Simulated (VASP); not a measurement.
# Ti (P6_3/mmc) in VASP: further runs

Runs on Ti. Level: r2SCAN. Tasks: single point.

All numbers are computed with VASP 6.6.1; they aren't measurements. Logs are shortened: lines on timing, memory, paths and dates and some standing lists are left out, and cuts for length are marked.

### Step 1. The cell of the first run

Symmetry: P6_3/mmc, No. 194, hexagonal system. Conventional cell: a = 3.072 Å, b = 3.072 Å, c = 4.638 Å, α = 90.00°, β = 90.00°, γ = 120.00°. Ti (site symmetry -6m2) has 12 Ti at 2.92 to 3.07 Å within 3.8 Å.

### Step 2. Single point, r2SCAN

POSCAR

```
Ti
1.0
    3.0721000000      0.0000000000      0.0000000000
   -1.5360500000      2.6605166430      0.0000000000
    0.0000000000      0.0000000000      4.6384185731
Ti
2
Direct
    0.3333333333      0.6666666667      0.2500000000
    0.6666666667      0.3333333333      0.7500000000
```

INCAR.step1

```
SYSTEM = Ti
  ALGO = Normal
  EDIFF = 1E-4
  ENCUT = 520
  GGA = PE
  ISMEAR = 1
  LASPH = .True.
  LCHARG = .False.
  LREAL = .False.
  LWAVE = .True.
  NBANDS = 19
  NELM = 100
  PREC = Accurate
  SIGMA = 0.05
```

INCAR.step2

```
SYSTEM = Ti
  ALGO = Normal
  EDIFF = 1E-6
  ENCUT = 520
  ISIF = 2
  ISMEAR = 1
  ISTART = 1
  LASPH = .True.
  LCHARG = .False.
  LMIXTAU = .True.
  LREAL = .False.
  LWAVE = .False.
  METAGGA = R2SCAN
  NBANDS = 19
  NELM = 100
  PREC = Accurate
  SIGMA = 0.05
```

KPOINTS

```
k-points
0
Gamma
  18 18 10
  0 0 0
```

Potentials or basis: VASP PAW PBE potentials, release 64 (Ti_sv).

Run with:

```sh
$ cat potpaw_PBE.64/Ti_sv/POTCAR > POTCAR
$ cp INCAR.step1 INCAR
$ mpirun -np 1 vasp_std > vasp.out
$ cp INCAR.step2 INCAR
$ mpirun -np 1 vasp_std > vasp.out
```

OUTCAR:

```text
SYSTEM = Ti
   EDIFF = 1E-6
   ENCUT = 520
   ISIF = 2
   ISMEAR = 1
   ISTART = 1
   LASPH = .True.
   LREAL = .False.
   METAGGA = R2SCAN
   NELM = 100
   PREC = Accurate

 ion  position               nearest neighbor table
   1  0.333  0.667  0.250-   2 2.92   2 2.92   2 2.92   2 2.92   2 2.92   2 2.92
   2  0.667  0.333  0.750-   1 2.92   1 2.92   1 2.92   1 2.92   1 2.92   1 2.92

  LATTYP: Found a hexagonal cell.
 ALAT       =     3.0721000000
 C/A-ratio  =     1.5098527304

  Lattice vectors:

 A1 = (   3.0721000000,   0.0000000000,   0.0000000000)
 A2 = (  -1.5360500000,   2.6605166430,   0.0000000000)
 A3 = (   0.0000000000,   0.0000000000,   4.6384185731)

Analysis of symmetry for initial positions (statically):
=====================================================================
 Subroutine PRICEL returns:
 Original cell was already a primitive cell.

 Routine SETGRP: Setting up the symmetry group for a
 hexagonal supercell.

 Subroutine GETGRP returns: Found 24 space group operations
 (whereof 12 operations were pure point group operations)
 out of a pool of 24 trial point group operations.

The static configuration has the point symmetry D_3d.
 The point group associated with its full space group is D_6h.

Analysis of symmetry for dynamics (positions and initial velocities):
=====================================================================
 Subroutine PRICEL returns:
 Original cell was already a primitive cell.

 Routine SETGRP: Setting up the symmetry group for a
 hexagonal supercell.

 Subroutine GETGRP returns: Found 24 space group operations
 (whereof 12 operations were pure point group operations)
 out of a pool of 24 trial point group operations.

The dynamic configuration has the point symmetry D_3d.
 The point group associated with its full space group is D_6h.

 Subroutine INISYM returns: Found 24 space group operations
 (whereof 12 operations are pure point group operations),
 and found     1 'primitive' translations

----------------------------------------------------------------------------------------

                                     Primitive cell

  volume of cell :      37.9115

  direct lattice vectors                    reciprocal lattice vectors
     3.072100000  0.000000000  0.000000000     0.325510237  0.187933423  0.000000000
    -1.536050000  2.660516643  0.000000000     0.000000000  0.375866846  0.000000000
     0.000000000  0.000000000  4.638418573     0.000000000  0.000000000  0.215590720

  length of vectors
     3.072100000  3.072100000  4.638418573     0.375866846  0.375866846  0.215590720

  position of ions in fractional coordinates (direct lattice)
     0.333333333  0.666666667  0.250000000
     0.666666667  0.333333333  0.750000000

  ion indices of the primitive-cell ions
   primitive index   ion index
                 1           1
                 2           2

----------------------------------------------------------------------------------------

 KPOINTS: k-points

Automatic generation of k-mesh.
 Grid dimensions read from file:
 generate k-points for:   18   18   10

 Generating k-lattice:

  Cartesian coordinates                     Fractional coordinates (reciprocal lattice)
     0.018083902  0.010440746  0.000000000     0.055555556  0.000000000  0.000000000
     0.000000000  0.020881491  0.000000000     0.000000000  0.055555556  0.000000000
     0.000000000  0.000000000  0.021559072     0.000000000  0.000000000  0.100000000

  Length of vectors
     0.020881491  0.020881491  0.021559072

  Shift w.r.t. Gamma in fractional coordinates (k-lattice)
     0.000000000  0.000000000  0.000000000

 Subroutine IBZKPT returns following result:
 ===========================================

 Found    222 irreducible k-points:

 Following reciprocal coordinates:
            Coordinates               Weight
  0.000000  0.000000  0.000000      1.000000
  0.055556 -0.000000  0.000000      6.000000
  0.111111 -0.000000  0.000000      6.000000
  0.166667  0.000000  0.000000      6.000000
  0.222222  0.000000  0.000000      6.000000
  0.277778 -0.000000  0.000000      6.000000
[... 16 lines left out ...]
  0.333333  0.111111  0.000000     12.000000
  0.388889  0.111111  0.000000     12.000000
 [... further k-points ...]
   k-points           NKPTS =    222   k-points in BZ     NKDIM =    222   number of bands    NBANDS=     19
   number of dos      NEDOS =    301   number of ions     NIONS =      2
   total plane-waves  NPLWV =  20736
   dimension x,y,z NGX =    24 NGY =   24 NGZ =   36
   dimension x,y,z NGXF=    48 NGYF=   48 NGZF=   72
   ions per type =               2
   NGX,Y,Z   is equivalent  to a cutoff of  12.99, 12.99, 12.90 a.u.
   NGXF,Y,Z  is equivalent  to a cutoff of  25.98, 25.98, 25.81 a.u.
 SYSTEM =  Ti
   PREC   = accura    normal or accurate (medium, high low for compatibility)
   ISTART =      1    job   : 0-new  1-cont  2-samecut
   ICHARG =      0    charge: 1-file 2-atom 10-const
   ISPIN  =      1    spin polarized calculation?
   LNONCOLLINEAR =      F non collinear calculations
   LSORBIT =      F    spin-orbit coupling
   LASPH  =      T    aspherical Exc in radial PAW
   ENCUT  =  520.0 eV  38.22 Ry    6.18 a.u.   5.71  5.71  8.62*2*pi/ulx,y,z
   NELM   =    100;   NELMIN=  2; NELMDL=  0     # of ELM steps
   EDIFF  = 0.1E-05   stopping-criterion for ELM
   LREAL  =      F    real-space projection
   EDIFFG = 0.1E-04   stopping-criterion for IOM
   NSW    =      0    number of steps for IOM
   IBRION =     -1    ionic relax: 0-MD 1-quasi-New 2-CG
   NFREE  =      0    steps in history (QN), initial steepest desc. (CG)
   ISIF   =      2    stress and relaxation
   ISYM   =      2    0-nonsym 1-usesym 2-fastsym
   POTIM  = 0.5000    time-step for ionic-motion
   TEBEG  =    0.0;   TEEND  =   0.0 temperature during run
   PSTRESS=    0.0 pullay stress
   NELECT =      24.0000    total number of electrons
   NUPDOWN=      -1.0000    fix difference up-down
   EMIN   =  10.00;   EMAX   =-10.00  energy-range for DOS
   EFERMI =   0.00;   METHOD = LEGACY
   ISMEAR =     1;   SIGMA  =   0.05  broadening in eV -4-tet -1-fermi 0-gaus
   EFERMI_NEDOS =   21; number of points for ismear=-14 and -15
   IALGO  =     38    algorithm
   IMIX   =      4    mixing-type and parameters
     AMIX     =   0.40;   BMIX     =  1.00
     AMIX_MAG =   1.60;   BMIX_MAG =  1.00
  volume/ion in A,a.u.               =      18.96       127.92
  Fermi-wavevector in a.u.,A,eV,Ry     =   1.405685  2.656360 26.884454  1.975952
  Thomas-Fermi vector in A             =   2.528122
   LORBIT       =      0    0 simple, 1 ext, 2 COOP (PROOUT), +10 PAW based schemes
   METAGGA = R2SCAN    functional components
   LHFCALC =     F    Hartree Fock is set to
   AEXX    =    0.0000 exact exchange contribution
   IVDW    =     0    specifies the selected vdW correction
   LEPSILON=     F    determine dielectric tensor
   LRPA    =     F    only Hartree local field effects (RPA)
 non-spin polarized calculation
 Methfessel and Paxton  Order N= 1 SIGMA  =   0.05
  energy-cutoff  :      520.00
  volume of cell :       37.91
 maximum number of plane-waves:      1044
 NGX is ok and might be reduce to    24
   NGX = 11   NGY = 11   NGZ = 17

 number of electron      23.9999995 magnetization

 Free energy of the ion-electron system (eV)
  ---------------------------------------------------
  ext. energy  EPLUGINS =         0.00000000
  ---------------------------------------------------
  free energy    TOTEN  =       -25.79171752 eV

  energy without entropy =      -25.79144324  energy(sigma->0) =      -25.79162610

 E-fermi :   7.5161     XC(G=0): -11.9534

 val. band max:        7.5142675167   @ k =   0.3889   0.2222   0.3000
 cond. band min:       7.5242493672   @ k =   0.0556   0.0556   0.5000
 fundamental gap:      0.0099818505
 Fermi energy:         7.5161252595

 k-point     1 :       0.0000    0.0000    0.0000
  band No.  band energies     occupation
      1     -51.9297      2.00000
      2     -51.8107      2.00000
      3     -27.4251      2.00000
      4     -26.9100      2.00000
      5     -26.9099      2.00000
      6     -26.8189      2.00000
[... 11 lines left out ...]
     18       8.9322      0.00000
     19      10.5168      0.00000

 k-point     2 :       0.0556   -0.0000    0.0000
  band No.  band energies     occupation
      1     -51.9276      2.00000
      2     -51.8102      2.00000
      3     -27.4197      2.00000
      4     -26.9192      2.00000
      5     -26.9135      2.00000
      6     -26.8218      2.00000
[... 11 lines left out ...]
     18       8.8865      0.00000
     19      10.5443      0.00000

 k-point     3 :       0.1111   -0.0000    0.0000
  band No.  band energies     occupation
      1     -51.9215      2.00000
      2     -51.8089      2.00000
      3     -27.4038      2.00000
      4     -26.9458      2.00000
      5     -26.9234      2.00000
      6     -26.8475      2.00000
[... 11 lines left out ...]
     18       8.9723      0.00000
     19      10.6147      0.00000

 k-point     4 :       0.1667    0.0000    0.0000
  band No.  band energies     occupation
      1     -51.9119      2.00000
      2     -51.8071      2.00000
      3     -27.3783      2.00000
      4     -26.9870      2.00000
      5     -26.9381      2.00000
      6     -26.8898      2.00000
[... 407 lines left out ...]
     18      10.4785      0.00000
     19      10.8926      0.00000

 k-point    23 :       0.3333    0.1111    0.0000
  band No.  band energies     occupation
      1     -51.8561      2.00000
      2     -51.8056      2.00000
      3     -27.2112      2.00000
      4     -27.1800      2.00000
      5     -27.0862      2.00000
      6     -27.0101      2.00000
[... 11 lines left out ...]
     18      10.8880      0.00000
     19      10.9251      0.00000

 k-point    24 :       0.3889    0.1111    0.0000
  band No.  band energies     occupation
      1     -51.8469      2.00000
      2     -51.8078      2.00000
      3     -27.2067      2.00000
      4     -27.1784      2.00000
      5     -27.0994      2.00000
      6     -27.0268      2.00000
[... 11 lines left out ...]
     18      10.9442      0.00000
     19      11.3074      0.00000

 [... further k-points ...]

------------------------ aborting loop because EDIFF is reached ----------------------------------------

  FORCE on cell =-STRESS in cart. coord.  units (eV):
  Direction    XX          YY          ZZ          XY          YZ          ZX
  --------------------------------------------------------------------------------------
  -------------------------------------------------------------------------------------
  Total       -2.4639972     -2.4639972     -1.2957510      0.0000000      0.0000000      0.0000000
  in kB     -104.1308792   -104.1308792    -54.7596763      0.0000000      0.0000000      0.0000000
  external PRESSURE =     -87.6738116 kB  Pullay stress =       0.0000000 kB

 VOLUME and BASIS-vectors are now :
 -----------------------------------------------------------------------------
  energy-cutoff  :      520.00
  volume of cell :       37.91
      direct lattice vectors                 reciprocal lattice vectors
     3.072100000  0.000000000  0.000000000     0.325510237  0.187933423  0.000000000
    -1.536050000  2.660516643  0.000000000     0.000000000  0.375866846  0.000000000
     0.000000000  0.000000000  4.638418573     0.000000000  0.000000000  0.215590720

 POSITION                                       TOTAL-FORCE (eV/Angst)
 -----------------------------------------------------------------------------------
     -0.00000      1.77368      1.15960         0.000000      0.000000      0.000000
      1.53605      0.88684      3.47881        -0.000000     -0.000000      0.000000
 -----------------------------------------------------------------------------------
    total drift:                                0.000000     -0.000000      0.000000

  FREE ENERGIE OF THE ION-ELECTRON SYSTEM (eV)
  ---------------------------------------------------
  free  energy   TOTEN  =       -25.7917175244 eV

  energy  without entropy=      -25.7914432406  energy(sigma->0) =      -25.79162610
```

Run time: 5.2 min. Hardware: 1 thread of Intel Xeon Platinum 8488C (Sapphire Rapids), shared host; peak memory 0.26 GiB.

Results:

- Free energy: -25.7917 eV
- Pressure: -8.8 GPa
- Band gap on the k mesh: zero (bands 12 and 13 overlap by 1.14 eV)

Stress tensor (GPa, compression positive):
```
-10.41   0.00   0.00
  0.00 -10.41   0.00
  0.00   0.00  -5.48
```

Caveat: the cell stands under tension; the PAW data sets were made with another functional, which shifts forces and pressure a little.

### Step 3. Single point, r2SCAN

This run uses another cell than the first one, of 19.02 Å³/atom.

POSCAR

```
Ti
1.0
    3.1405000000      0.0000000000      0.0000000000
   -1.5702500000      2.7197527806      0.0000000000
    0.0000000000      0.0000000000      4.4529000000
Ti
2
Direct
    0.3333333333      0.6666666667      0.2500000000
    0.6666666667      0.3333333333      0.7500000000
```

INCAR.step1

```
ALGO = Normal ; EDIFF = 1E-4
ENCUT = 520 ; GGA = PE
ISMEAR = 1 ; LASPH = True
LCHARG = False ; LREAL = False
LWAVE = True ; NBANDS = 19
NELM = 60 ; PREC = Accurate
SIGMA = 0.05
```

INCAR.step2

```
ALGO = Normal ; EDIFF = 1E-7
ENCUT = 520 ; ISIF = 2
ISMEAR = 1 ; ISTART = 1
LASPH = True ; LCHARG = False
LMIXTAU = True ; LREAL = False
LWAVE = False ; METAGGA = R2SCAN
NBANDS = 19 ; NELM = 60
PREC = Accurate ; SIGMA = 0.05
```

KPOINTS

```
k-points
0
Gamma
  18 18 10
```

Potentials or basis: VASP PAW PBE potentials, release 64 (Ti_sv).

Run with:

```sh
$ cat potpaw_PBE.64/Ti_sv/POTCAR > POTCAR
$ cp INCAR.step1 INCAR
$ mpirun -np 1 vasp_std > vasp.out
$ cp INCAR.step2 INCAR
$ mpirun -np 1 vasp_std > vasp.out
```

It took 5.1 min on 1 thread of Intel Xeon Platinum 8488C (Sapphire Rapids), shared host; peak memory 0.26 GiB.

The run converged. Its results:

```yaml
Free_energy: -25.7091 eV
Pressure: -8.8 GPa
Band_gap_on_the_k_mesh: zero (bands 12 and 13 overlap by 1.14 eV)
```

Stress tensor (GPa, compression positive):
```
-12.20   0.00   0.00
  0.00 -12.20   0.00
  0.00   0.00  -2.14
```

Levels at points of the mesh, in eV from the Fermi level:
```tsv
k point	band 10	band 11	band 12	band 13	band 14	band 15
(0.00, 0.00, 0.00)	-2.62	0.63	0.63	1.12	1.12	1.28
(0.50, 0.00, 0.00)	-2.15	-1.58	-1.32	0.08	0.96	1.55
(0.00, 0.00, 0.50)	-4.33	0.36	0.36	0.36	0.36	0.46
(0.50, 0.00, 0.50)	-2.45	-0.64	-0.64	0.98	0.98	1.38
```

Caveat: the stress differs along the axes, from -12 to -2 GPa; the PAW data sets were made with another functional, which shifts forces and pressure a little.

### Step 4. Single point, r2SCAN

This run uses another cell than the first one, of 19.38 Å³/atom.

POSCAR

```
Ti
1.0
    2.9350879604      0.0000000000      0.0000000000
   -1.4675439802      2.5418607360      0.0000000000
    0.0000000000      0.0000000000      5.1950000000
Ti
2
Direct
    0.3333333333      0.6666666667      0.2500000000
    0.6666666667      0.3333333333      0.7500000000
```

INCAR.step1

```
SYSTEM = Ti
PREC = Accurate ; ENCUT = 520
ISMEAR = 1 ; SIGMA = 0.05
LREAL = .False. ; LASPH = .True.
NELM = 100 ; NBANDS = 19
GGA = PE ; ALGO = Normal
EDIFF = 1E-4 ; LWAVE = .True.
LCHARG = .False.
```

INCAR.step2

```
SYSTEM = Ti
PREC = Accurate ; ENCUT = 520
EDIFF = 1E-7 ; ISMEAR = 1
SIGMA = 0.05 ; LREAL = .False.
LASPH = .True. ; NELM = 100
ALGO = Normal ; ISIF = 2
LWAVE = .False. ; LCHARG = .True.
METAGGA = R2SCAN ; LMIXTAU = .True.
LELF = .True. ; LVHAR = .True.
NBANDS = 19 ; ISTART = 1
```

KPOINTS

```
regular mesh
0
Gamma
  18 18 10
  0 0 0
```

Run with:

```sh
$ cat potpaw_PBE.64/Ti_sv/POTCAR > POTCAR
$ cp INCAR.step1 INCAR
$ mpirun -np 1 vasp_std > vasp.out
$ cp INCAR.step2 INCAR
$ mpirun -np 1 vasp_std > vasp.out
```

Run time: 6 min. Hardware: 1 thread of Intel Xeon Platinum 8488C (Sapphire Rapids), shared host; peak memory 0.26 GiB.

Results (log left out):

* Free energy: -25.6437 eV
* Pressure: -10.4 GPa
* Band gap on the k mesh: zero (bands 12 and 13 overlap by 0.61 eV)

Stress tensor (GPa, compression positive):
```
 -6.20   0.00   0.00
  0.00  -6.20   0.00
  0.00   0.00 -18.70
```

Levels at points of the mesh, in eV from the Fermi level:
| k point | band 9 | band 10 | band 11 | band 12 | band 13 | band 14 | band 15 | band 16 |
| --- | --- | --- | --- | --- | --- | --- | --- | --- |
| (0.00, 0.00, 0.00) | -6.37 | -2.80 | -0.60 | 0.23 | 0.90 | 0.90 | 1.19 | 1.19 |
| (0.50, 0.00, 0.00) | -2.27 | -1.99 | -1.75 | -0.50 | 0.25 | 0.73 | 1.09 | 3.16 |
| (0.00, 0.00, 0.50) | -4.82 | -4.82 | -0.36 | -0.36 | 0.92 | 0.92 | 0.92 | 0.92 |
| (0.50, 0.00, 0.50) | -2.39 | -2.39 | -0.95 | -0.95 | 1.10 | 1.10 | 1.98 | 1.98 |

Caveat: the stress differs along the axes, from -19 to -6 GPa; the PAW data sets were made with another functional, which shifts forces and pressure a little.

### Step 5. Single point, r2SCAN

This run uses another cell than the first one, of 19.57 Å³/atom.

POSCAR

```
Ti
1.0
    3.0036000000      0.0000000000      0.0000000000
   -1.5018000000      2.6011939028      0.0000000000
    0.0000000000      0.0000000000      5.0095000000
Ti
2
Direct
    0.3333333333      0.6666666667      0.2500000000
    0.6666666667      0.3333333333      0.7500000000
```

INCAR.step1

```
SYSTEM = Ti
PREC = Accurate
ENCUT = 520
ISMEAR = 1
SIGMA = 0.05
LREAL = .FALSE.
LASPH = .TRUE.
NELM = 60
NBANDS = 19
GGA = PE
ALGO = Normal
EDIFF = 1E-4
LWAVE = .TRUE.
LCHARG = .FALSE.
```

INCAR.step2

```
SYSTEM = Ti
PREC = Accurate
ENCUT = 520
EDIFF = 1E-6
ISMEAR = 1
SIGMA = 0.05
LREAL = .FALSE.
LASPH = .TRUE.
NELM = 60
ALGO = Normal
ISIF = 2
LWAVE = .FALSE.
LCHARG = .FALSE.
METAGGA = R2SCAN
LMIXTAU = .TRUE.
NBANDS = 19
ISTART = 1
```

KPOINTS

```
Automatic mesh
0
G
  18 18 10
  0 0 0
```

Run with:

```sh
$ cat potpaw_PBE.64/Ti_sv/POTCAR > POTCAR
$ cp INCAR.step1 INCAR
$ mpirun -np 1 vasp_std > vasp.out
$ cp INCAR.step2 INCAR
$ mpirun -np 1 vasp_std > vasp.out
```

Run time: 4.4 min. Hardware: 1 thread of Intel Xeon Platinum 8488C (Sapphire Rapids), shared host; peak memory 0.27 GiB.

The run converged. Its results:

| Item | Value |
| --- | --- |
| Free energy | -25.7071 eV |
| Pressure | -11.3 GPa |
| Band gap on the k mesh | zero (bands 12 and 13 overlap by 0.94 eV) |

Stress tensor (GPa, compression positive):
```
 -9.30   0.00   0.00
  0.00  -9.30   0.00
  0.00   0.00 -15.44
```

Levels at points of the mesh, in eV from the Fermi level:
| k point | band 9 | band 10 | band 11 | band 12 | band 13 | band 14 | band 15 | band 16 |
| --- | --- | --- | --- | --- | --- | --- | --- | --- |
| (0.00, 0.00, 0.00) | -6.34 | -2.66 | -0.16 | 0.56 | 0.84 | 0.84 | 1.20 | 1.20 |
| (0.50, 0.00, 0.00) | -2.31 | -1.95 | -1.69 | -0.74 | 0.42 | 0.80 | 0.90 | 3.19 |
| (0.00, 0.00, 0.50) | -4.67 | -4.67 | -0.13 | -0.13 | 0.82 | 0.82 | 0.82 | 0.82 |
| (0.50, 0.00, 0.50) | -2.37 | -2.37 | -0.84 | -0.84 | 1.00 | 1.00 | 1.80 | 1.80 |

Caveat: the stress differs along the axes, from -15 to -9 GPa; the PAW data sets were made with another functional, which shifts forces and pressure a little.

### Step 6. Overview

```tsv
cell	gap on the mesh (eV)	pressure (GPa)
a = 3.072, b = 3.072, c = 4.638 Å, angles 90.0, 90.0, 120.0°, 2 atoms	none	-8.8
a = 3.140, b = 3.141, c = 4.453 Å, angles 90.0, 90.0, 120.0°, 2 atoms	none	-8.8
a = 2.935, b = 2.935, c = 5.195 Å, angles 90.0, 90.0, 120.0°, 2 atoms	none	-10.4
a = 3.004, b = 3.004, c = 5.010 Å, angles 90.0, 90.0, 120.0°, 2 atoms	none	-11.3
```

Alike in all rows: task single point; level r2SCAN; potentials or basis VASP PAW PBE potentials, release 64 (Ti_sv); no spin polarisation; k mesh 18 × 18 × 10; cutoff (eV) 520; smearing methfessel-paxton 0.05 eV.

Caveats: the PAW data sets were made with another functional, which shifts forces and pressure a little; the cell stands under tension (at least some runs); the stress differs along the axes, from -12 to -2 GPa (at least some runs); the stress differs along the axes, from -19 to -6 GPa (at least some runs); the stress differs along the axes, from -15 to -9 GPa (at least some runs).

Absolute energies hang on the potentials; compare differences alone.
